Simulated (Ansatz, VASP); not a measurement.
**One calculation of MgO, two programs**

The input POSCAR:

```
MgO
1.0
    3.2767768803      0.0000000000      0.0000000000
   -1.6383884401      2.8377720209      0.0000000000
    0.0000000000      0.0000000000      3.9362907705
Mg O
2 2
Direct
    0.6666666667      0.3333333333      0.7500000000
    0.3333333333      0.6666666667      0.2500000000
    0.6666666667      0.3333333333      0.2500000000
    0.3333333333      0.6666666667      0.7500000000
```

Contents of INCAR.step1:

```
SYSTEM = MgO
ALGO = Normal ; EDIFF = 1E-5
ENCUT = 520 ; GGA = PE
ISIF = 2 ; ISMEAR = 0
LASPH = .TRUE. ; LCHARG = .FALSE.
LREAL = .FALSE. ; LWAVE = .TRUE.
NBANDS = 16 ; NELM = 100
PREC = Accurate ; SIGMA = 0.01
```

File INCAR.step2:

```
SYSTEM = MgO
ALGO = Normal ; EDIFF = 1E-6
ENCUT = 520 ; GGA = PE
HFSCREEN = 0.2079 ; ISIF = 2
ISMEAR = 0 ; ISTART = 1
LASPH = .TRUE. ; LCHARG = .FALSE.
LHFCALC = .TRUE. ; LREAL = .FALSE.
LWAVE = .FALSE. ; NBANDS = 16
NELM = 100 ; PREC = Accurate
PRECFOCK = Normal ; SIGMA = 0.01
```

File KPOINTS:

```
k-points
0
G
  6 6 4
  0 0 0
```

Input for Ansatz:

```yaml
crystal:
  lattice:
    - [3.2767768803, 0.0, 0.0]
    - [-1.6383884401, 2.8377720209, 0.0]
    - [0.0, 0.0, 3.9362907705]
  atoms:
    - { symbol: Mg, position: [0.6666666667, 0.3333333333, 0.75] }
    - { symbol: Mg, position: [0.3333333333, 0.6666666667, 0.25] }
    - { symbol: O, position: [0.6666666667, 0.3333333333, 0.25] }
    - { symbol: O, position: [0.3333333333, 0.6666666667, 0.75] }
kpoints:
  mp_grid: { grid: [6, 6, 4] }
  band_path:
    path:
      - [0.0, 0.0, 0.0]
      - [0.5, 0.0, 0.0]
      - [0.3333333333, 0.3333333333, 0.0]
      - [0.0, 0.0, 0.5]
      - [0.5, 0.0, 0.5]
      - [0.3333333333, 0.3333333333, 0.5]
    npoints: 1
hamiltonian:
  xc: hse06
scf:
  occupations: { method: fixed }
  n_extra_bands: 5
output:
  forces: true
  stress: true
  eigenvalues: true
```

Change from the starting cell: hydrostatic strain -6.0%.

Alike in both runs: task single point; functional HSE06; k mesh 6 × 6 × 4; no spin polarisation.

```csv
,VASP,Ansatz
version,VASP 6.6.1,Ansatz 0.2.0
potentials or method,"VASP PAW PBE potentials, release 64 (Mg, O)","plane waves, PAW"
plane-wave cutoff (eV),520,420
occupations,"gaussian, width 0.01 eV",fixed
valence electrons in the cell,16,32
```

```csv
,VASP,Ansatz,Ansatz less VASP
gap on the k mesh at the Fermi level (eV),6.11,6.13,+0.027
pressure (GPa),37.2,36.7,-0.51
"traceless stress, the component that is largest in VASP (GPa)",1.49,1.57,+0.075
```

Both programs put the cell under a high pressure, so it lies far from rest at this level. VASP's potentials hold 16 valence electrons a cell and Ansatz's 32, so a difference there can come from the potentials and not from the codes. Ansatz's warnings: stress exchange threshold loose, stress scf threshold loose.
